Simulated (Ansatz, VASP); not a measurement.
## Two plane-wave programs on Sn4Se3S

Contents of INCAR:

```
SYSTEM = Sn4Se3S
ALGO = Normal
EDIFF = 1E-6
ENCUT = 520
GGA = PE
ISIF = 2
ISMEAR = 0
IVDW = 12
LASPH = .True.
LCHARG = .False.
LREAL = Auto
LWAVE = .False.
NBANDS = 94
NELM = 60
PREC = Accurate
SIGMA = 0.1
```

Contents of KPOINTS:

```
k-points
0
Gamma
  2 2 4
  0 0 0
```

File POSCAR:

```
Sn4Se3S
1.0
   11.3284535700      0.0000000000      0.0000000000
    0.0000000000      8.3128232000      0.0000000000
    0.0000000000      0.0000000000      4.4242471900
Sn S Se
8 2 6
Direct
    0.1230000000      0.1250000000      0.0910000000
    0.1230000000      0.6250000000      0.0910000000
    0.3770000000      0.3750000000      0.5910000000
    0.3770000000      0.8750000000      0.5910000000
    0.6230000000      0.1250000000      0.4090000000
    0.6230000000      0.6250000000      0.4090000000
    0.8770000000      0.3750000000      0.9090000000
    0.8770000000      0.8750000000      0.9090000000
    0.3570000000      0.1250000000      0.0160000000
    0.1430000000      0.3750000000      0.5160000000
    0.3570000000      0.6250000000      0.0160000000
    0.1430000000      0.8750000000      0.5160000000
    0.8570000000      0.1250000000      0.4840000000
    0.8570000000      0.6250000000      0.4840000000
    0.6430000000      0.3750000000      0.9840000000
    0.6430000000      0.8750000000      0.9840000000
```

Input for Ansatz:

```yaml
crystal:
  lattice:
    - [11.32845357, 0.0, 0.0]
    - [0.0, 8.3128232, 0.0]
    - [0.0, 0.0, 4.42424719]
  atoms:
    - { symbol: Sn, position: [0.123, 0.125, 0.091] }
    - { symbol: Sn, position: [0.123, 0.625, 0.091] }
    - { symbol: Sn, position: [0.377, 0.375, 0.591] }
    - { symbol: Sn, position: [0.377, 0.875, 0.591] }
    - { symbol: Sn, position: [0.623, 0.125, 0.409] }
    - { symbol: Sn, position: [0.623, 0.625, 0.409] }
    - { symbol: Sn, position: [0.877, 0.375, 0.909] }
    - { symbol: Sn, position: [0.877, 0.875, 0.909] }
    - { symbol: S, position: [0.357, 0.125, 0.016] }
    - { symbol: Se, position: [0.357, 0.625, 0.016] }
    - { symbol: S, position: [0.143, 0.375, 0.516] }
    - { symbol: Se, position: [0.143, 0.875, 0.516] }
    - { symbol: Se, position: [0.857, 0.125, 0.484] }
    - { symbol: Se, position: [0.857, 0.625, 0.484] }
    - { symbol: Se, position: [0.643, 0.375, 0.984] }
    - { symbol: Se, position: [0.643, 0.875, 0.984] }
basis:
  ecutwfc: 420
kpoints:
  mp_grid: { grid: [2, 2, 4] }
hamiltonian:
  xc: pbe
  dispersion: d3bj
scf:
  occupations: { method: gaussian, width: 0.1 }
output:
  forces: true
  stress: true
  eigenvalues: true
```

Alike in both runs: task single point; functional PBE; dispersion D3(BJ); k mesh 2 × 2 × 4; occupations gaussian, width 0.1 eV; no spin polarisation.

```csv
,VASP,Ansatz
version,VASP 6.6.1,Ansatz 0.2.0
potentials or method,"VASP PAW PBE potentials, release 64 (Sn_d, S, Se), cutoff 520 eV","scalar-relativistic, plane waves, PAW"
valence electrons in the cell,160,220
```

```csv
,VASP,Ansatz,Ansatz less VASP
gap on the k mesh at the Fermi level (eV),1.10,1.11,+0.008
least direct gap on the mesh (eV),1.28,1.28,+0.005
pressure (GPa),0.0,0.0,0.00
rms of the force components (eV/Å),0.265,0.260,-0.0053
```

VASP's potentials hold 160 valence electrons a cell and Ansatz's 220, so a difference there can come from the potentials and not from the codes.
